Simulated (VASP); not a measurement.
# TiN (de600) (Fm-3m) in VASP: vibrations by perturbation theory with LDA

Aim: the vibrations by perturbation theory of TiN (de600) with LDA.

All numbers are computed with VASP 6.6.1; they aren't measurements. Logs are shortened: lines on timing, memory, paths and dates and some standing lists are left out, and cuts for length are marked.

## (1) The cell of the first run

Symmetry: Fm-3m, No. 225, cubic system. Conventional cell: a = 4.173 Å, b = 4.173 Å, c = 4.173 Å, α = 90.00°, β = 90.00°, γ = 90.00°. Within 2.8 Å of Ti (site symmetry m-3m) lie 6 N at 2.09 Å. N (site symmetry m-3m) has 6 Ti at 2.09 Å within 2.8 Å.

## (2) Vibrations by perturbation theory, LDA

The input, INCAR:

```
PREC = Accurate ; ENCUT = 520
EDIFF = 1E-8 ; ISMEAR = -1
SIGMA = 0.15 ; LREAL = False
LASPH = True ; NELM = 80
ALGO = Normal ; ISIF = 2
LWAVE = False ; LCHARG = False
NBANDS = 16 ; IBRION = 8
NSW = 1
```

The input, KPOINTS:

```
Automatic mesh
0
Gamma
  16 16 16
```

The input, POSCAR:

```
TiN
1.0
    0.0000000000      2.0866352001      2.0866352001
    2.0866352001      0.0000000000      2.0866352001
    2.0866352001      2.0866352001      0.0000000000
Ti N
1 1
Direct
    0.0000000000      0.0000000000      0.0000000000
    0.5000000000      0.5000000000      0.5000000000
```

Potentials or basis: VASP PAW LDA potentials, release 64 (Ti_sv, N).

Launch:

```console
> cat potpaw_LDA.64/Ti_sv/POTCAR potpaw_LDA.64/N/POTCAR > POTCAR
> mpirun -np 1 vasp_std > vasp.out
```

OUTCAR:

```text
PREC = Accurate
   ENCUT = 520
   EDIFF = 1E-8
   ISMEAR = -1
   LREAL = False
   LASPH = True
   NELM = 80
   ISIF = 2
   IBRION = 8
   NSW = 1

 ion  position               nearest neighbor table
   1  0.000  0.000  0.000-   2 2.09   2 2.09   2 2.09   2 2.09   2 2.09   2 2.09
   2  0.500  0.500  0.500-   1 2.09   1 2.09   1 2.09   1 2.09   1 2.09   1 2.09

  LATTYP: Found a face centered cubic cell.
 ALAT       =     4.1732704002

  Lattice vectors:

 A1 = (   0.0000000000,   2.0866352001,   2.0866352001)
 A2 = (   2.0866352001,   0.0000000000,   2.0866352001)
 A3 = (   2.0866352001,   2.0866352001,   0.0000000000)

Analysis of symmetry for initial positions (statically):
=====================================================================
 Subroutine PRICEL returns:
 Original cell was already a primitive cell.

 Routine SETGRP: Setting up the symmetry group for a
 face centered cubic supercell.

 Subroutine GETGRP returns: Found 48 space group operations
[... 9 lines left out ...]

 Routine SETGRP: Setting up the symmetry group for a
 face centered cubic supercell.

 Subroutine GETGRP returns: Found 48 space group operations
[... 11 lines left out ...]
                                     Primitive cell

  volume of cell :      18.1706

  direct lattice vectors                    reciprocal lattice vectors
     0.000000000  2.086635200  2.086635200    -0.239620227  0.239620227  0.239620227
     2.086635200  0.000000000  2.086635200     0.239620227 -0.239620227  0.239620227
     2.086635200  2.086635200  0.000000000     0.239620227  0.239620227 -0.239620227

  length of vectors
     2.950947800  2.950947800  2.950947800     0.415034407  0.415034407  0.415034407

  position of ions in fractional coordinates (direct lattice)
     0.000000000  0.000000000  0.000000000
     0.500000000  0.500000000  0.500000000

  ion indices of the primitive-cell ions
   primitive index   ion index
                 1           1
                 2           2

[... 593 lines left out ...]
  in kB       10.1725436     10.1725436     10.1725436      0.0000000      0.0000000      0.0000000
  external PRESSURE =      10.1725436 kB  Pullay stress =       0.0000000 kB

 VOLUME and BASIS-vectors are now :
 -----------------------------------------------------------------------------
  energy-cutoff  :      520.00
  volume of cell :       18.17
      direct lattice vectors                 reciprocal lattice vectors
     0.000000000  2.086635200  2.086635200    -0.239620227  0.239620227  0.239620227
     2.086635200  0.000000000  2.086635200     0.239620227 -0.239620227  0.239620227
     2.086635200  2.086635200  0.000000000     0.239620227  0.239620227 -0.239620227

 POSITION                                       TOTAL-FORCE (eV/Angst)
 -----------------------------------------------------------------------------------
      0.00000      0.00000      0.00000        -0.000000      0.000000      0.000000
      2.08664      2.08664      2.08664         0.000000     -0.000000     -0.000000
 -----------------------------------------------------------------------------------
    total drift:                                0.000000     -0.000000     -0.000000

  FREE ENERGIE OF THE ION-ELECTRON SYSTEM (eV)
  ---------------------------------------------------
  free  energy   TOTEN  =       -21.7016137844 eV

  energy  without entropy=      -21.6436475163  energy(sigma->0) =      -21.67263065

[... ionic steps 2 to 3 ...]

--------------------------------------- Ionic step        4  -------------------------------------------

------------------------ aborting loop because EDIFF is reached ----------------------------------------

[... ionic steps 5 to 6 ...]

--------------------------------------- Ionic step        7  -------------------------------------------

 Free energy of the ion-electron system (eV)
  ---------------------------------------------------
  ---------------------------------------------------
  free energy    TOTEN  =        -0.22868766 eV

  energy without entropy =       -0.22868766

------------------------ aborting loop because EDIFF is reached ----------------------------------------

 INTERNAL STRAIN TENSOR  FOR ION    2  DIRECTION 1   (eV/Angst):
 -----------------------------------------------------------------------------
     0.02921 -0.00000  0.00000
     0.00000 -0.01513 -0.00000
     0.00000 -0.00000 -0.01513

 INTERNAL STRAIN TENSOR FOR ION    2 for displacements in x,y,z  (eV/Angst):
          X           Y           Z          XY          YZ          ZX
  --------------------------------------------------------------------------------
  x     0.00000     0.00000     0.00000     0.00000     0.00000     0.00000
  y     0.00000     0.00000     0.00000     0.00000     0.00000     0.00000
  z     0.00000     0.00000     0.00000     0.00000     0.00000     0.00000

 SECOND DERIVATIVES (NOT SYMMETRIZED)
 ------------------------------------
               1X          1Y          1Z          2X          2Y          2Z
  1X   -12.114110    0.000000    0.000000   12.114110    0.000000    0.000000
  1Y     0.000000  -12.114110    0.000000    0.000000   12.114110    0.000000
  1Z     0.000000    0.000000  -12.114110    0.000000    0.000000   12.114110
  2X    12.128538    0.000000    0.000000  -12.128538    0.000000    0.000000
  2Y     0.000000   12.128538    0.000000    0.000000  -12.128538    0.000000
  2Z     0.000000    0.000000   12.128538    0.000000    0.000000  -12.128538

 Eigenvectors and eigenvalues of the dynamical matrix
 ----------------------------------------------------

   1 f  =   16.539355 THz   103.919833 2PiTHz  551.693502 cm-1    68.401246 meV
             X         Y         Z           dx          dy          dz
      0.000000  0.000000  0.000000    -0.000000   -0.475446   -0.000000
      2.086635  2.086635  2.086635     0.000000    0.879745    0.000000
[... 21 lines left out ...]
   6 f/i=    0.004117 THz     0.025868 2PiTHz    0.137328 cm-1     0.017027 meV
             X         Y         Z           dx          dy          dz
      0.000000  0.000000  0.000000     0.065423    0.820671   -0.310113
      2.086635  2.086635  2.086635     0.035357    0.443520   -0.167596

--------------------------------------------------------------------------------------------------------

 ELASTIC MODULI CONTR FROM IONIC RELAXATION (kBar)
 Direction    XX          YY          ZZ          XY          YZ          ZX
 --------------------------------------------------------------------------------
 XX           0.0000      0.0000      0.0000      0.0000      0.0000      0.0000
 YY           0.0000      0.0000      0.0000      0.0000      0.0000      0.0000
 ZZ           0.0000      0.0000      0.0000      0.0000      0.0000      0.0000
 XY           0.0000      0.0000      0.0000      0.0000      0.0000      0.0000
 YZ           0.0000      0.0000      0.0000      0.0000      0.0000      0.0000
 ZX           0.0000      0.0000      0.0000      0.0000      0.0000      0.0000
 --------------------------------------------------------------------------------
```

Wall time 13 min (1 thread of AMD EPYC 7R13, shared host); peak memory 0.34 GiB.

What came out:

```
Highest phonon frequency at Γ, LO-TO splitting left out : 552 cm⁻¹
```

Phonon frequencies in cm⁻¹ (negative: imaginary):
```tsv
q point	frequencies
(0.000, 0.000, 0.000)	0 0 0 552 552 552
```

Caveat: the cell wasn't relaxed at this level first, which shifts response properties.
